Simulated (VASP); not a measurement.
Wanted: the native input for a VASP 6.6.1 run.

| Quantity | Value |
| --- | --- |
| Task | electric field gradients |
| Functional | r2SCAN |
| Potentials or basis | VASP PAW PBE potentials, release 64 (Zr_sv, Br) |
| Cutoff | 520 eV |
| k mesh | 12 × 12 × 4 |
| Occupations | fermi-dirac, width 0.05 eV |
| Spin | no spin polarisation |
| Dipole correction | no |
| Further INCAR settings | ALGO = Normal; EDIFF = 1e-08; NBANDS = 27 |

Crystal: ZrBr.

```
Zr Br
1.0
     3.05461   -1.77166    0.00000
     3.05461    1.77166    0.00000
    -2.70295    0.00000    9.66596
Zr Br
2 2
Direct
  0.72060 0.72060 0.62068
  0.27940 0.27940 0.37932
  0.14094 0.14094 0.81560
  0.85906 0.85906 0.18440
```

The input as run:

POSCAR

```
ZrBr
1.0
    3.0546124850     -1.7716601200      0.0000000000
    3.0546124850      1.7716601200      0.0000000000
   -2.7029504282      0.0000000000      9.6659603873
Zr Br
2 2
Direct
    0.7205983600      0.7205983600      0.6206776300
    0.2794016400      0.2794016400      0.3793223700
    0.1409403300      0.1409403300      0.8156039200
    0.8590596700      0.8590596700      0.1843960800
```

INCAR.step1

```
SYSTEM = ZrBr
PREC = Accurate
ENCUT = 520
ISMEAR = -1
SIGMA = 0.05
LREAL = .FALSE.
LASPH = .TRUE.
NELM = 100
NBANDS = 27
GGA = PE
ALGO = Normal
EDIFF = 1E-4
LWAVE = .TRUE.
LCHARG = .FALSE.
```

INCAR.step2

```
SYSTEM = ZrBr
PREC = Accurate
ENCUT = 520
EDIFF = 1E-8
ISMEAR = -1
SIGMA = 0.05
LREAL = .FALSE.
LASPH = .TRUE.
NELM = 100
ALGO = Normal
ISIF = 2
LWAVE = .FALSE.
LCHARG = .FALSE.
METAGGA = R2SCAN
LMIXTAU = .TRUE.
LEFG = .TRUE.
NBANDS = 27
ISTART = 1
```

KPOINTS

```
regular mesh
0
G
  12 12 4
  0 0 0
```

Potentials or basis: VASP PAW PBE potentials, release 64 (Zr_sv, Br).

Launch:

```sh
$ cat potpaw_PBE.64/Zr_sv/POTCAR potpaw_PBE.64/Br/POTCAR > POTCAR
$ cp INCAR.step1 INCAR
$ mpirun -np 1 vasp_std > vasp.out
$ cp INCAR.step2 INCAR
$ mpirun -np 1 vasp_std > vasp.out
```

Results of the run:

| Item | Value |
| --- | --- |
| Pressure | 0.0 GPa |
| Largest force | 0.021 eV/Å |
| Largest electric field gradient by atom | Zr -17.3; Br +43.0 V/Å² |

Caveat: without QUAD_EFG the Cq values of the log hold for a quadrupole moment of 1 mb, not for the nuclei; the PAW data sets were made with another functional, which shifts forces and pressure a little.

It took 37 min on 1 thread of Intel(R) Xeon(R) Platinum 8259CL CPU @ 2.50GHz (Skylake/Cascade Lake), on a shared host, peak memory 0.55 GiB.
